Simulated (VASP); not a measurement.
Write the native input for VASP 6.6.1 that does the following.

```yaml
Task: single point
Functional: b88 exchange, pbe correlation
Potentials_or_basis: VASP PAW PBE potentials, release 64 (Se, Zn)
Cutoff: 500 eV
k_mesh: 8 × 8 × 8
Occupations: fermi-dirac, width 0.05 eV
Spin: no spin polarisation
Dipole_correction: no
Further_INCAR_settings: ALGO = Normal; EDIFF = 1e-06; NBANDS = 16
```

The structure of ZnSe lies in POSCAR:

```
ZnSe
1.0
    0.0000000000      2.8710911185      2.8710911185
    2.8710911185      0.0000000000      2.8710911185
    2.8710911185      2.8710911185      0.0000000000
Se Zn
1 1
Direct
    0.7500000000      0.7500000000      0.7500000000
    0.0000000000      0.0000000000      0.0000000000
```

These files were run (other wordings do the same):

INCAR

```
SYSTEM = ZnSe
ALGO     = Normal         ! electronic algorithm
EDIFF    = 1E-6           ! SCF threshold, eV
ENCUT    = 500            ! plane-wave cutoff, eV
GGA      = LIBXC          ! functional
GGA_COMPAT= .FALSE.      
ISIF     = 2              ! what is computed and relaxed
ISMEAR   = -1             ! smearing method
LASPH    = .TRUE.         ! aspherical terms in the spheres
LCHARG   = .FALSE.        ! write CHGCAR
LIBXC1   = GGA_X_B88    
LIBXC2   = GGA_C_PBE    
LREAL    = .FALSE.        ! projectors in reciprocal space
LWAVE    = .FALSE.        ! write WAVECAR
NBANDS   = 16             ! bands
NELM     = 120            ! most SCF steps
PREC     = Accurate       ! precision mode
SIGMA    = 0.05           ! smearing width, eV
```

KPOINTS

```
k-points
0
G
  8 8 8
  0 0 0
```

Potentials or basis: VASP PAW PBE potentials, release 64 (Se, Zn).

Launch:

```bash
$ cat potpaw_PBE.64/Se/POTCAR potpaw_PBE.64/Zn/POTCAR > POTCAR
$ mpirun -np 1 vasp_std > vasp.out
```

It gave:

```yaml
Pressure: -0.2 GPa
Band_gap_on_the_k_mesh: 1.13 eV
```

Caveat: the PAW data sets were made with another functional, which shifts forces and pressure a little.

Run time: 14 s on 1 thread of AMD EPYC 9R45 96-Core Processor (Zen 5), with other jobs on the host, peak memory 0.15 GiB.
